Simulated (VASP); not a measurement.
# GaP in VASP: a series of runs

GaP is run at these levels: LDA; tasks: single point, relaxation of cell and atoms.

All numbers are computed with VASP 6.6.1; they aren't measurements. Logs are shortened: lines on timing, memory, paths and dates and some standing lists are left out, and cuts for length are marked.

**What was measured.**

From “Stacking defects in GaP nanowires: Electronic structure and optical properties”, 2018, arxiv:1810.01194, for a bulk crystal of GaP at 10 K: band gap 2.34 eV (indirect).

The runs below are set against these values where they give the same quantity.

### Step 1. The cell of the first run

Symmetry: F-43m, No. 216, cubic system. The conventional cell has a = 5.391 Å, b = 5.391 Å, c = 5.391 Å, α = 90.00°, β = 90.00°, γ = 90.00°. Within 3.1 Å of Ga (site symmetry -43m) lie 4 P at 2.33 Å. Within 3.1 Å of P (site symmetry -43m) lie 4 Ga at 2.33 Å.

### Step 2. Single point, LDA

File INCAR:

```
ALGO = Normal ; EDIFF = 1E-6
ENCUT = 520 ; GGA = CA
ISIF = 2 ; ISMEAR = -1
LASPH = True ; LCHARG = False
LREAL = False ; LWAVE = False
NBANDS = 16 ; NELM = 60
PREC = Accurate ; SIGMA = 0.08
```

File KPOINTS:

```
k-points
0
Gamma
  12 12 12
```

File POSCAR:

```
GaP
1.0
    2.6956870601      2.6956870601      0.0000000000
   -2.6956870601      2.6956870601      0.0000000000
    0.0000000000      2.6956870601      2.6956870601
Ga P
1 1
Direct
    0.0000000000      0.0000000000      0.0000000000
    0.7500000000      0.2500000000      0.5000000000
```

Potentials or basis: VASP PAW LDA potentials, release 64 (Ga_d, P).

On the command line:

```console
> cat potpaw_LDA.64/Ga_d/POTCAR potpaw_LDA.64/P/POTCAR > POTCAR
> mpirun -np 1 vasp_std > vasp.out
```

OUTCAR:

```text
EDIFF = 1E-6
   ENCUT = 520
   GGA = CA
   ISIF = 2
   ISMEAR = -1
   LASPH = True
   LREAL = False
   NELM = 60
   PREC = Accurate

 ion  position               nearest neighbor table
   1  0.000  0.000  0.000-   2 2.33   2 2.33   2 2.33   2 2.33
   2  0.750  0.250  0.500-   1 2.33   1 2.33   1 2.33   1 2.33

  LATTYP: Found a face centered cubic cell.
 ALAT       =     5.3913741202

  Lattice vectors:

 A1 = (   0.0000000000,   2.6956870601,   2.6956870601)
 A2 = (   2.6956870601,   0.0000000000,   2.6956870601)
 A3 = (   2.6956870601,   2.6956870601,   0.0000000000)

Analysis of symmetry for initial positions (statically):
=====================================================================
 Subroutine PRICEL returns:
 Original cell was already a primitive cell.

 Routine SETGRP: Setting up the symmetry group for a
 face centered cubic supercell.

 Subroutine GETGRP returns: Found 24 space group operations
 (whereof 24 operations were pure point group operations)
 out of a pool of 48 trial point group operations.

The static configuration has the point symmetry T_d .

Analysis of symmetry for dynamics (positions and initial velocities):
=====================================================================
 Subroutine PRICEL returns:
 Original cell was already a primitive cell.

 Routine SETGRP: Setting up the symmetry group for a
 face centered cubic supercell.

 Subroutine GETGRP returns: Found 24 space group operations
 (whereof 24 operations were pure point group operations)
 out of a pool of 48 trial point group operations.

The dynamic configuration has the point symmetry T_d .

 Subroutine INISYM returns: Found 24 space group operations
 (whereof 24 operations are pure point group operations),
 and found     1 'primitive' translations

----------------------------------------------------------------------------------------

                                     Primitive cell

  volume of cell :      39.1777

  direct lattice vectors                    reciprocal lattice vectors
     2.695687060  2.695687060  0.000000000     0.185481471  0.185481471 -0.185481471
    -2.695687060  2.695687060  0.000000000    -0.185481471  0.185481471 -0.185481471
     0.000000000  2.695687060  2.695687060     0.000000000  0.000000000  0.370962941

  length of vectors
     3.812277200  3.812277200  3.812277200     0.321263331  0.321263331  0.370962941

  position of ions in fractional coordinates (direct lattice)
     0.000000000  0.000000000  0.000000000
     0.750000000  0.250000000  0.500000000

  ion indices of the primitive-cell ions
   primitive index   ion index
                 1           1
                 2           2

----------------------------------------------------------------------------------------

 KPOINTS: k-points

Automatic generation of k-mesh.
 Grid dimensions read from file:
 generate k-points for:   12   12   12

 Generating k-lattice:

  Cartesian coordinates                     Fractional coordinates (reciprocal lattice)
     0.015456789  0.015456789 -0.015456789     0.083333333  0.000000000  0.000000000
    -0.015456789  0.015456789 -0.015456789     0.000000000  0.083333333  0.000000000
     0.000000000  0.000000000  0.030913578     0.000000000  0.000000000  0.083333333

  Length of vectors
     0.026771944  0.026771944  0.030913578

  Shift w.r.t. Gamma in fractional coordinates (k-lattice)
     0.000000000  0.000000000  0.000000000

 Subroutine IBZKPT returns following result:
 ===========================================

 Found     72 irreducible k-points:

 Following reciprocal coordinates:
            Coordinates               Weight
  0.000000  0.000000  0.000000      1.000000
  0.083333  0.000000  0.000000      8.000000
  0.166667  0.000000  0.000000      8.000000
  0.250000  0.000000  0.000000      8.000000
  0.333333  0.000000  0.000000      8.000000
  0.416667  0.000000  0.000000      8.000000
[... 16 lines left out ...]
  0.500000  0.166667  0.000000     24.000000
 -0.416667  0.166667  0.000000     24.000000
 [... further k-points ...]
   k-points           NKPTS =     72   k-points in BZ     NKDIM =     72   number of bands    NBANDS=     16
   number of dos      NEDOS =    301   number of ions     NIONS =      2
   total plane-waves  NPLWV =  21952
   dimension x,y,z NGX =    28 NGY =   28 NGZ =   28
   dimension x,y,z NGXF=    56 NGYF=   56 NGZF=   56
   ions per type =               1   1
   NGX,Y,Z   is equivalent  to a cutoff of  12.21, 12.21, 12.21 a.u.
   NGXF,Y,Z  is equivalent  to a cutoff of  24.42, 24.42, 24.42 a.u.
 SYSTEM =  unknown system
   PREC   = accura    normal or accurate (medium, high low for compatibility)
   ISTART =      0    job   : 0-new  1-cont  2-samecut
   ICHARG =      2    charge: 1-file 2-atom 10-const
   ISPIN  =      1    spin polarized calculation?
   LNONCOLLINEAR =      F non collinear calculations
   LSORBIT =      F    spin-orbit coupling
   LASPH  =      T    aspherical Exc in radial PAW
   ENCUT  =  520.0 eV  38.22 Ry    6.18 a.u.   7.09  7.09  7.09*2*pi/ulx,y,z
   NELM   =     60;   NELMIN=  2; NELMDL= -5     # of ELM steps
   EDIFF  = 0.1E-05   stopping-criterion for ELM
   LREAL  =      F    real-space projection
   EDIFFG = 0.1E-04   stopping-criterion for IOM
   NSW    =      0    number of steps for IOM
   IBRION =     -1    ionic relax: 0-MD 1-quasi-New 2-CG
   NFREE  =      0    steps in history (QN), initial steepest desc. (CG)
   ISIF   =      2    stress and relaxation
   ISYM   =      2    0-nonsym 1-usesym 2-fastsym
   POTIM  = 0.5000    time-step for ionic-motion
   TEBEG  =    0.0;   TEEND  =   0.0 temperature during run
   PSTRESS=    0.0 pullay stress
   NELECT =      18.0000    total number of electrons
   NUPDOWN=      -1.0000    fix difference up-down
   EMIN   =  10.00;   EMAX   =-10.00  energy-range for DOS
   EFERMI =   0.00;   METHOD = LEGACY
   ISMEAR =    -1;   SIGMA  =   0.08  broadening in eV -4-tet -1-fermi 0-gaus
   EFERMI_NEDOS =   21; number of points for ismear=-14 and -15
   IALGO  =     38    algorithm
   IMIX   =      4    mixing-type and parameters
     AMIX     =   0.40;   BMIX     =  1.00
     AMIX_MAG =   1.60;   BMIX_MAG =  1.00
  volume/ion in A,a.u.               =      19.59       132.19
  Fermi-wavevector in a.u.,A,eV,Ry     =   1.263241  2.387179 21.711873  1.595778
  Thomas-Fermi vector in A             =   2.396608
   LORBIT       =      0    0 simple, 1 ext, 2 COOP (PROOUT), +10 PAW based schemes
   GGA     = CA    functional components
   LHFCALC =     F    Hartree Fock is set to
   AEXX    =    0.0000 exact exchange contribution
   IVDW    =     0    specifies the selected vdW correction
   LEPSILON=     F    determine dielectric tensor
   LRPA    =     F    only Hartree local field effects (RPA)
 non-spin polarized calculation
  energy-cutoff  :      520.00
  volume of cell :       39.18
 maximum number of plane-waves:      1067
   NGX = 15   NGY = 15   NGZ = 15

 number of electron      17.9999998 magnetization

 Free energy of the ion-electron system (eV)
  ---------------------------------------------------
  ext. energy  EPLUGINS =         0.00000000
  ---------------------------------------------------
  free energy    TOTEN  =       -10.45350367 eV

  energy without entropy =      -10.45349991  energy(sigma->0) =      -10.45350179

 E-fermi :   5.5336     XC(G=0): -10.3110

 val. band max:        4.8463405752   @ k =   0.0000   0.0000   0.0000
 cond. band min:       6.2339545068   @ k =  -0.4167   0.4167   0.0000
 fundamental gap:      1.3876139316
 Fermi energy:         5.5335884911

 k-point     1 :       0.0000    0.0000    0.0000
  band No.  band energies     occupation
      1      -9.9173      2.00000
      2      -9.9173      2.00000
      3      -9.9173      2.00000
      4      -9.8090      2.00000
      5      -9.8090      2.00000
      6      -7.9134      2.00000
[... 8 lines left out ...]
     15      14.6913      0.00000
     16      14.6913      0.00000

 k-point     2 :       0.0833    0.0000    0.0000
  band No.  band energies     occupation
      1      -9.9241      2.00000
      2      -9.9149      2.00000
      3      -9.9149      2.00000
      4      -9.8090      2.00000
      5      -9.8090      2.00000
      6      -7.8189      2.00000
[... 8 lines left out ...]
     15      14.2950      0.00000
     16      14.2950      0.00000

 k-point     3 :       0.1667    0.0000    0.0000
  band No.  band energies     occupation
      1      -9.9417      2.00000
      2      -9.9087      2.00000
      3      -9.9087      2.00000
      4      -9.8089      2.00000
      5      -9.8089      2.00000
      6      -7.5418      2.00000
[... 8 lines left out ...]
     15      13.7991      0.00000
     16      14.7766      0.00000

 k-point     4 :       0.2500    0.0000    0.0000
  band No.  band energies     occupation
      1      -9.9638      2.00000
      2      -9.9012      2.00000
      3      -9.9012      2.00000
      4      -9.8076      2.00000
      5      -9.8076      2.00000
      6      -7.1020      2.00000
[... 8 lines left out ...]
     15      13.8098      0.00000
     16      14.6117      0.00000
[... 324 lines left out ...]
 k-point    22 :       0.4167    0.1667    0.0000
  band No.  band energies     occupation
      1     -10.0060      2.00000
      2      -9.8858      2.00000
      3      -9.8792      2.00000
      4      -9.8088      2.00000
      5      -9.8025      2.00000
      6      -5.4909      2.00000
[... 8 lines left out ...]
     15      15.2344      0.00000
     16      16.8262      0.00000

 k-point    23 :       0.5000    0.1667    0.0000
  band No.  band energies     occupation
      1     -10.0065      2.00000
      2      -9.8851      2.00000
      3      -9.8780      2.00000
      4      -9.8138      2.00000
      5      -9.7983      2.00000
      6      -5.5761      2.00000
[... 8 lines left out ...]
     15      16.6334      0.00000
     16      17.1397      0.00000

 k-point    24 :      -0.4167    0.1667    0.0000
  band No.  band energies     occupation
      1     -10.0002      2.00000
      2      -9.8856      2.00000
      3      -9.8796      2.00000
      4      -9.8188      2.00000
      5      -9.7969      2.00000
      6      -6.0594      2.00000
[... 8 lines left out ...]
     15      16.4024      0.00000
     16      16.4971      0.00000

 [... further k-points ...]

------------------------ aborting loop because EDIFF is reached ----------------------------------------

  FORCE on cell =-STRESS in cart. coord.  units (eV):
  Direction    XX          YY          ZZ          XY          YZ          ZX
  --------------------------------------------------------------------------------------
  -------------------------------------------------------------------------------------
  Total        0.0191424      0.0191424      0.0191424      0.0000000      0.0000000      0.0000000
  in kB        0.7828322      0.7828322      0.7828322      0.0000000      0.0000000      0.0000000
  external PRESSURE =       0.7828322 kB  Pullay stress =       0.0000000 kB

 VOLUME and BASIS-vectors are now :
 -----------------------------------------------------------------------------
  energy-cutoff  :      520.00
  volume of cell :       39.18
      direct lattice vectors                 reciprocal lattice vectors
     2.695687060  2.695687060  0.000000000     0.185481471  0.185481471 -0.185481471
    -2.695687060  2.695687060  0.000000000    -0.185481471  0.185481471 -0.185481471
     0.000000000  2.695687060  2.695687060     0.000000000  0.000000000  0.370962941

 POSITION                                       TOTAL-FORCE (eV/Angst)
 -----------------------------------------------------------------------------------
      0.00000      0.00000      0.00000         0.000000     -0.000000      0.000000
      1.34784      4.04353      1.34784        -0.000000      0.000000      0.000000
 -----------------------------------------------------------------------------------
    total drift:                               -0.000000      0.000000     -0.000000

  FREE ENERGIE OF THE ION-ELECTRON SYSTEM (eV)
  ---------------------------------------------------
  free  energy   TOTEN  =       -10.4535036738 eV

  energy  without entropy=      -10.4534999097  energy(sigma->0) =      -10.45350179
```

Wall time 35 s (1 thread of Intel Xeon Platinum 8375C at 2.90GHz (Ice Lake), shared host); peak memory 0.17 GiB.

Results:

* Free energy: -10.4535 eV
* Pressure: 0.1 GPa
* Band gap on the k mesh: 1.39 eV, indirect (least direct gap 1.91 eV)

A k mesh can miss the band edges. Expect the measured gap to be larger: semilocal functionals such as LDA lack the derivative discontinuity.

### Step 3. Relaxation of cell and atoms, LDA

This run uses another cell than the first one, of 20.24 Å³/atom, 1.033 times its volume.

File INCAR:

```
SYSTEM = GaP
PREC = Accurate ; ENCUT = 600
EDIFF = 1E-6 ; ISMEAR = -1
SIGMA = 0.08 ; LREAL = .FALSE.
LASPH = .TRUE. ; NELM = 80
ALGO = Normal ; ISIF = 3
LWAVE = .FALSE. ; LCHARG = .FALSE.
IBRION = 2 ; NSW = 100
EDIFFG = -0.002
```

File KPOINTS:

```
regular mesh
0
G
  12 12 12
  0 0 0
```

File POSCAR:

```
GaP
1.0
    2.7252500000      2.7252500000      0.0000000000
   -2.7252500000      2.7252500000      0.0000000000
    0.0000000000      2.7252500000      2.7252500000
Ga P
1 1
Direct
    0.0000000000      0.0000000000      0.0000000000
    0.7500000000      0.2500000000      0.5000000000
```

Potentials or basis: VASP PAW LDA potentials, release 64 (Ga_d, P).

On the command line:

```console
> cat potpaw_LDA.64/Ga_d/POTCAR potpaw_LDA.64/P/POTCAR > POTCAR
> mpirun -np 1 vasp_std > vasp.out
```

Wall time 2.3 min (1 thread of Intel Xeon Platinum 8375C at 2.90GHz (Ice Lake), shared host); peak memory 0.19 GiB.

It converged, with:

* Free energy: -10.4538 eV
* Relaxed volume: 19.61 Å³/atom
* Relaxed cell: a = 3.814 Å, b = 3.814 Å, c = 3.814 Å, α = 60.00°, β = 60.00°, γ = 90.00°
* Space group after relaxing (to 0.05 Å): F-43m (No. 216)
* Energy gained by relaxing: 5.4 meV/atom
* Ionic steps: 11
* Pressure after relaxing: 0.0 GPa
* Band gap on the k mesh: 1.39 eV, indirect (least direct gap 1.90 eV)

The path:
| step | energy change (eV) | largest force (eV/Å) | pressure (GPa) | volume (Å³) |
| --- | --- | --- | --- | --- |
| 1 | 0.0000 | 0.0000 | -2.67 | 40.48 |
| 2 | -0.0073 | 0.0000 | 1.67 | 38.53 |
| 3 | -0.0108 | 0.0000 | -0.08 | 39.22 |
| 4 | -0.0108 | 0.0000 | 0.11 | 39.19 |
| 5 | -0.0108 | 0.0000 | -0.10 | 39.26 |
| 6 | -0.0108 | 0.0000 | 0.04 | 39.22 |
| 7 | -0.0108 | 0.0000 | -0.06 | 39.23 |
| 8 | -0.0108 | 0.0000 | 0.07 | 39.22 |
| 9 | -0.0108 | 0.0000 | -0.06 | 39.23 |
| 10 | -0.0108 | 0.0000 | -0.03 | 39.22 |
| 11 | -0.0108 | 0.0000 | -0.01 | 39.22 |

Final structure:
```
Ga P
1.0
     2.69674    2.69674    0.00000
    -2.69674    2.69674    0.00000
     0.00000    2.69674    2.69674
Ga P
1 1
Direct
  0.00000 0.00000 0.00000
  0.75000 0.25000 0.50000
```

Levels at points of the mesh, in eV from the valence-band top:
```tsv
k point	band 5	band 6	band 7	band 8	band 9	band 10	band 11	band 12	band 13
(0.00, 0.00, 0.00)	-14.65	-12.75	0.00	0.00	0.00	1.90	3.78	3.78	3.78
(0.50, 0.00, 0.00)	-14.65	-10.56	-6.89	-1.18	-1.18	1.61	4.62	4.62	8.11
(0.50, 0.50, 0.00)	-14.63	-9.60	-6.99	-2.82	-2.82	1.43	1.65	10.69	10.69
```

A k mesh can miss the band edges. LDA usually gives volumes a few per cent too small.

### Step 4. Single point, LDA

File INCAR:

```
  PREC = Accurate
  ENCUT = 520
  EDIFF = 1E-6
  ISMEAR = 0
  SIGMA = 0.01
  LREAL = False
  LASPH = True
  NELM = 80
  ALGO = Normal
  ISIF = 2
  LWAVE = False
  LCHARG = False
  NBANDS = 16
```

File KPOINTS:

```
regular mesh
0
Gamma
  8 8 8
```

File POSCAR:

```
GaP
1.0
    2.6956870601      2.6956870601      0.0000000000
   -2.6956870601      2.6956870601      0.0000000000
    0.0000000000      2.6956870601      2.6956870601
Ga P
1 1
Direct
    0.0000000000      0.0000000000      0.0000000000
    0.7500000000      0.2500000000      0.5000000000
```

On the command line:

```console
> cat potpaw_LDA.64/Ga_d/POTCAR potpaw_LDA.64/P/POTCAR > POTCAR
> mpirun -np 1 vasp_std > vasp.out
```

Wall time 16 s (1 thread of AMD EPYC 7R43 (Zen 3), shared host); peak memory 0.11 GiB.

Results (log left out):

| Item | Value |
| --- | --- |
| Free energy | -10.4508 eV |
| Pressure | 0.1 GPa |
| Band gap on the k mesh | 1.43 eV, indirect (least direct gap 1.91 eV) |

Levels at points of the mesh, in eV from the valence-band top:
```csv
k point,band 6,band 7,band 8,band 9,band 10,band 11,band 12,band 13
"(0.00, 0.00, 0.00)",-12.76,0.00,0.00,0.00,1.91,3.78,3.78,3.78
"(0.50, 0.00, 0.00)",-10.57,-6.90,-1.18,-1.18,1.62,4.62,4.62,8.11
"(0.50, 0.50, 0.00)",-9.60,-7.00,-2.82,-2.82,1.43,1.65,10.70,10.70
```

(Continued in part 2 of 2.)
